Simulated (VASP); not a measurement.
Set up this calculation in VASP 6.6.1, as the native input.

```
Task                   : single point
Functional             : LDA
Potentials or basis    : VASP PAW LDA potentials, release 64 (Be, Te)
Cutoff                 : 600 eV
k mesh                 : 8 × 8 × 8
Occupations            : gaussian, width 0.02 eV
Spin                   : no spin polarisation
Dipole correction      : no
Further INCAR settings : ALGO = Normal; EDIFF = 1e-06; NBANDS = 11
```

The structure of BeTe lies in POSCAR:

```
BeTe
1.0
    0.0000000000      2.7496520262      2.7496520262
    2.7496520262      0.0000000000      2.7496520262
    2.7496520262      2.7496520262      0.0000000000
Be Te
1 1
Direct
    0.0000000000      0.0000000000      0.0000000000
    0.2500000000      0.2500000000      0.2500000000
```

This cell differs from its parent crystal: strained cell.

One way to write it, as run:

INCAR

```
SYSTEM = BeTe
PREC = Accurate ; ENCUT = 600
EDIFF = 1E-6 ; ISMEAR = 0
SIGMA = 0.02 ; LREAL = .False.
LASPH = .True. ; NELM = 120
ALGO = Normal ; ISIF = 2
LWAVE = .False. ; LCHARG = .False.
GGA = CA ; NBANDS = 11
GGA_COMPAT = .False.
```

KPOINTS

```
regular mesh
0
Gamma
  8 8 8
  0 0 0
```

Potentials or basis: VASP PAW LDA potentials, release 64 (Be, Te).

Command:

```sh
$ cat potpaw_LDA.64/Be/POTCAR potpaw_LDA.64/Te/POTCAR > POTCAR
$ mpirun -np 1 vasp_std > vasp.out
```

Results of the run:

```yaml
Pressure: 2.3 GPa
Band_gap_on_the_k_mesh: 1.69 eV (least direct gap 3.52 eV)
```

Caveat: the cell differs from its parent crystal (strained cell); spin-orbit coupling is left out, which moves the levels of the heavy elements.

Wall time 9 s on 1 thread of Intel(R) Xeon(R) Platinum 8259CL CPU @ 2.50GHz (Skylake/Cascade Lake), with other jobs on the host, peak memory 0.16 GiB.
